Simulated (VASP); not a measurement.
Write the native input for VASP 6.6.1 that does the following.

```
Task                   : single point
Functional             : r2SCAN
Potentials or basis    : VASP PAW PBE potentials, release 64 (Al, O)
Cutoff                 : 520 eV
k mesh                 : 6 × 6 × 6
Occupations            : gaussian, width 0.01 eV
Spin                   : no spin polarisation
Dipole correction      : no
Further INCAR settings : ALGO = Normal; EDIFF = 1e-06; NBANDS = 35
```

Crystal: Al2O3.

```
Al O
1.0
     2.37936    1.37372    4.33159
    -2.37936    1.37372    4.33159
     0.00000   -2.74745    4.33159
Al O
4 6
Direct
  0.14809 0.14809 0.14809
  0.35191 0.35191 0.35191
  0.64809 0.64809 0.64809
  0.85191 0.85191 0.85191
  0.94363 0.55637 0.25000
  0.44363 0.75000 0.05637
  0.55637 0.25000 0.94363
  0.25000 0.94363 0.55637
  0.75000 0.05637 0.44363
  0.05637 0.44363 0.75000
```

The input as run:

POSCAR

```
Al2O3
1.0
    2.3793611050      1.3737247745      4.3315925795
   -2.3793611050      1.3737247745      4.3315925795
    0.0000000000     -2.7474495490      4.3315925795
Al O
4 6
Direct
    0.1480885927      0.1480885927      0.1480885927
    0.3519114073      0.3519114073      0.3519114073
    0.6480885927      0.6480885927      0.6480885927
    0.8519114073      0.8519114073      0.8519114073
    0.9436338430      0.5563661570      0.2500000000
    0.4436338430      0.7500000000      0.0563661570
    0.5563661570      0.2500000000      0.9436338430
    0.2500000000      0.9436338430      0.5563661570
    0.7500000000      0.0563661570      0.4436338430
    0.0563661570      0.4436338430      0.7500000000
```

INCAR.step1

```
SYSTEM = Al2O3
PREC = Accurate
ENCUT = 520
ISMEAR = 0
SIGMA = 0.01
LREAL = .False.
LASPH = .True.
NELM = 60
NBANDS = 35
GGA = PE
ALGO = Normal
EDIFF = 1E-4
LWAVE = .True.
LCHARG = .False.
```

INCAR.step2

```
SYSTEM = Al2O3
PREC = Accurate
ENCUT = 520
EDIFF = 1E-6
ISMEAR = 0
SIGMA = 0.01
LREAL = .False.
LASPH = .True.
NELM = 60
ALGO = Normal
ISIF = 2
LWAVE = .False.
LCHARG = .False.
METAGGA = R2SCAN
LMIXTAU = .True.
NBANDS = 35
ISTART = 1
```

KPOINTS

```
regular mesh
0
Gamma
  6 6 6
  0 0 0
```

Potentials or basis: VASP PAW PBE potentials, release 64 (Al, O).

Command:

```sh
$ cat potpaw_PBE.64/Al/POTCAR potpaw_PBE.64/O/POTCAR > POTCAR
$ cp INCAR.step1 INCAR
$ mpirun -np 1 vasp_std > vasp.out
$ cp INCAR.step2 INCAR
$ mpirun -np 1 vasp_std > vasp.out
```

Results of the run:

- Pressure: -0.5 GPa
- Largest force: 0.019 eV/Å
- Band gap on the k mesh: 7.16 eV, direct

Caveat: the PAW data sets were made with another functional, which shifts forces and pressure a little.

It took 3 min on 1 thread of Intel(R) Xeon(R) 6975P-C (Granite Rapids), with other jobs on the host, peak memory 0.28 GiB.
